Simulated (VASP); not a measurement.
A run of VASP 6.6.1:

POSCAR

```
W
1.0
   -1.2297739714      1.6191232596      1.6191232596
    1.6191232596     -1.2297739714      1.6191232596
    1.6191232596      1.6191232596     -1.2297739714
W
1
Direct
    0.0000000000      0.0000000000      0.0000000000
```

Contents of INCAR.step1:

```
ALGO = Normal ; EDIFF = 1E-4
ENCUT = 520 ; GGA = PE
ISMEAR = 0 ; LASPH = True
LCHARG = False ; LREAL = False
LWAVE = True ; NBANDS = 13
NELM = 100 ; PREC = Accurate
SIGMA = 0.15
```

The input INCAR.step2:

```
ALGO = Normal ; EDIFF = 1E-6
ENCUT = 520 ; ISIF = 2
ISMEAR = 0 ; ISTART = 1
LASPH = True ; LCHARG = False
LMIXTAU = True ; LREAL = False
LWAVE = False ; METAGGA = R2SCAN
NBANDS = 13 ; NELM = 100
PREC = Accurate ; SIGMA = 0.15
```

The input KPOINTS:

```
k-points
0
Gamma
  16 16 16
```

Potentials or basis: VASP PAW PBE potentials, release 64 (W_sv).

Command:

```bash
$ cat potpaw_PBE.64/W_sv/POTCAR > POTCAR
$ cp INCAR.step1 INCAR
$ mpirun -np 1 vasp_std > vasp.out
$ cp INCAR.step2 INCAR
$ mpirun -np 1 vasp_std > vasp.out
```

Hardware: 1 thread of Intel(R) Xeon(R) Platinum 8559C (Emerald Rapids) (shared host).

Estimate the wall time of this run.

It took 2 min on 1 thread of Intel(R) Xeon(R) Platinum 8559C (Emerald Rapids), on a shared host, peak memory 0.19 GiB. Counts: k points 417.
